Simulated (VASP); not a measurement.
Set up this calculation in VASP 6.6.1, as the native input.

| Property | Result |
| --- | --- |
| Task | single point |
| Functional | r2SCAN |
| Potentials or basis | VASP PAW PBE potentials, release 64 (Na_pv, Cl) |
| Cutoff | 520 eV |
| k mesh | 8 × 8 × 8 |
| Occupations | gaussian, width 0.05 eV |
| Spin | no spin polarisation |
| Dipole correction | no |
| Further INCAR settings | ALGO = Normal; EDIFF = 1e-06; NBANDS = 14 |

NaCl:

```
CELL_PARAMETERS angstrom
0.00000 3.05829 3.05829
3.05829 0.00000 3.05829
3.05829 3.05829 0.00000
ATOMIC_POSITIONS crystal
Na 0.00000 0.00000 0.00000
Cl 0.50000 0.50000 0.50000
```

This cell differs from its parent crystal: strain +0.080 along x and y, +0.080 along z.

These files were run (other wordings do the same):

POSCAR

```
NaCl
1.0
    0.0000000000      3.0582900000      3.0582900000
    3.0582900000      0.0000000000      3.0582900000
    3.0582900000      3.0582900000      0.0000000000
Na Cl
1 1
Direct
    0.0000000000      0.0000000000      0.0000000000
    0.5000000000      0.5000000000      0.5000000000
```

INCAR.step1

```
SYSTEM = NaCl
  PREC = Accurate
  ENCUT = 520
  ISMEAR = 0
  SIGMA = 0.05
  LREAL = .False.
  LASPH = .True.
  NELM = 60
  NBANDS = 14
  GGA = PE
  ALGO = Normal
  EDIFF = 1E-4
  LWAVE = .True.
  LCHARG = .False.
```

INCAR.step2

```
SYSTEM = NaCl
  PREC = Accurate
  ENCUT = 520
  EDIFF = 1E-6
  ISMEAR = 0
  SIGMA = 0.05
  LREAL = .False.
  LASPH = .True.
  NELM = 60
  ALGO = Normal
  ISIF = 2
  LWAVE = .False.
  LCHARG = .True.
  METAGGA = R2SCAN
  LMIXTAU = .True.
  LELF = .True.
  LVHAR = .True.
  NBANDS = 14
  ISTART = 1
```

KPOINTS

```
regular mesh
0
Gamma
  8 8 8
  0 0 0
```

Potentials or basis: VASP PAW PBE potentials, release 64 (Na_pv, Cl).

Launch:

```bash
$ cat potpaw_PBE.64/Na_pv/POTCAR potpaw_PBE.64/Cl/POTCAR > POTCAR
$ cp INCAR.step1 INCAR
$ mpirun -np 1 vasp_std > vasp.out
$ cp INCAR.step2 INCAR
$ mpirun -np 1 vasp_std > vasp.out
```

Results of the run:

```json
{
 "Pressure": "-4.0 GPa",
 "Band gap on the k mesh": "5.07 eV, direct"
}
```

Caveat: the cell differs from its parent crystal (strain +0.080 along x and y, +0.080 along z); the PAW data sets were made with another functional, which shifts forces and pressure a little.

Wall time 110 s on 1 thread of AMD EPYC 7R13 Processor (Zen 3) (shared host), peak memory 0.15 GiB.
